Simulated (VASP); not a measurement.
Write the native input for VASP 6.6.1 that does the following.

- Task: single point
- Functional: r2SCAN
- Potentials or basis: VASP PAW PBE potentials, release 64 (W_sv)
- Cutoff: 520 eV
- k mesh: 15 × 15 × 15
- Occupations: fermi-dirac, width 0.1 eV
- Spin: no spin polarisation
- Dipole correction: no
- Further INCAR settings: ALGO = Normal; EDIFF = 1e-07; NBANDS = 13

W:

```
W
1.0
    -1.54860    1.54860    1.54860
     1.54860   -1.54860    1.54860
     1.54860    1.54860   -1.54860
W
1
Direct
  0.00000 0.00000 0.00000
```

The input as run:

POSCAR

```
W
1.0
   -1.5485964810      1.5485964810      1.5485964810
    1.5485964810     -1.5485964810      1.5485964810
    1.5485964810      1.5485964810     -1.5485964810
W
1
Direct
    0.0000000000      0.0000000000      0.0000000000
```

INCAR.step1

```
ALGO = Normal
EDIFF = 1E-4
ENCUT = 520
GGA = PE
ISMEAR = -1
LASPH = T
LCHARG = F
LREAL = F
LWAVE = T
NBANDS = 13
NELM = 80
PREC = Accurate
SIGMA = 0.1
```

INCAR.step2

```
ALGO = Normal
EDIFF = 1E-7
ENCUT = 520
ISIF = 2
ISMEAR = -1
ISTART = 1
LASPH = T
LCHARG = T
LELF = T
LMIXTAU = T
LREAL = F
LVHAR = T
LWAVE = F
METAGGA = R2SCAN
NBANDS = 13
NELM = 80
PREC = Accurate
SIGMA = 0.1
```

KPOINTS

```
k-points
0
Gamma
  15 15 15
```

Potentials or basis: VASP PAW PBE potentials, release 64 (W_sv).

Command:

```bash
$ cat potpaw_PBE.64/W_sv/POTCAR > POTCAR
$ cp INCAR.step1 INCAR
$ mpirun -np 1 vasp_std > vasp.out
$ cp INCAR.step2 INCAR
$ mpirun -np 1 vasp_std > vasp.out
```

Results of the run:

| Quantity | Value |
| --- | --- |
| Pressure | 27.0 GPa |
| Band gap on the k mesh | zero (band 7 reaches 17.49 eV, above the bottom of band 8 at 10.85 eV) |

Caveat: the PAW data sets were made with another functional, which shifts forces and pressure a little; spin-orbit coupling is left out, which moves the levels of the heavy elements.

It took 42 s on 1 thread of Intel(R) Xeon(R) 6975P-C (Granite Rapids) (shared host), peak memory 0.14 GiB.
